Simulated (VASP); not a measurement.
A run of VASP 6.6.1 is set up as follows.

File INCAR:

```
SYSTEM = InB3As4
PREC = Accurate
ENCUT = 600
EDIFF = 1E-6
ISMEAR = -1
SIGMA = 0.02
LREAL = .FALSE.
LASPH = .TRUE.
NELM = 60
ALGO = Normal
ISIF = 3
LWAVE = .FALSE.
LCHARG = .FALSE.
GGA = PE
IBRION = 2
NSW = 80
EDIFFG = -0.005
```

File KPOINTS:

```
Automatic mesh
0
G
  6 6 6
  0 0 0
```

File POSCAR:

```
InB3As4
1.0
   -2.4901694460      2.4901694460      4.9803388921
    2.4901694460     -2.4901694460      4.9803388921
    2.4901694460      2.4901694460     -4.9803388921
B As In
3 4 1
Direct
    0.7500000000      0.2500000000      0.5000000000
    0.5000000000      0.5000000000      0.0000000000
    0.2500000000      0.7500000000      0.5000000000
    0.1250000000      0.6250000000      0.0000000000
    0.8750000000      0.8750000000      0.5000000000
    0.6250000000      0.1250000000      0.0000000000
    0.3750000000      0.3750000000      0.5000000000
    0.0000000000      0.0000000000      0.0000000000
```

Potentials or basis: VASP PAW PBE potentials, release 64 (B, As, In_d).

Launch:

```console
$ cat potpaw_PBE.64/B/POTCAR potpaw_PBE.64/As/POTCAR potpaw_PBE.64/In_d/POTCAR > POTCAR
$ mpirun -np 1 vasp_std > vasp.out
```

Predict the relaxed volume.

17.17 Å³/atom.

Predict the band gap on the k mesh.

0.54 eV.

Predict the relaxed cell.

a = 6.285 Å, b = 6.285 Å, c = 6.285 Å, α = 131.25°, β = 131.25°, γ = 71.42°.

What does it give for the space group after relaxing (to 0.1 Å)?

I-42m (No. 121).

Final structure:
```cif
data_structure
_symmetry_space_group_name_H-M 'P 1'
_symmetry_Int_Tables_number 1
_cell_length_a 6.2851
_cell_length_b 6.2851
_cell_length_c 6.2851
_cell_angle_alpha 131.246
_cell_angle_beta 131.246
_cell_angle_gamma 71.423
_cell_volume 137.37
loop_
_atom_site_label
_atom_site_type_symbol
_atom_site_fract_x
_atom_site_fract_y
_atom_site_fract_z
_atom_site_occupancy
B1 B 0.75000 0.25000 0.50000 1
B2 B 0.50000 0.50000 0.00000 1
B3 B 0.25000 0.75000 0.50000 1
As1 As 0.14780 0.57719 0.00000 1
As2 As 0.85220 0.85220 0.42939 1
As3 As 0.57719 0.14780 0.00000 1
As4 As 0.42281 0.42281 0.57061 1
In1 In 0.00000 0.00000 0.00000 1
```

Caveat: semilocal functionals underestimate gaps, and a narrow one can read as zero; spin-orbit coupling is left out, which moves the levels of the heavy elements. A k mesh can miss the band edges.
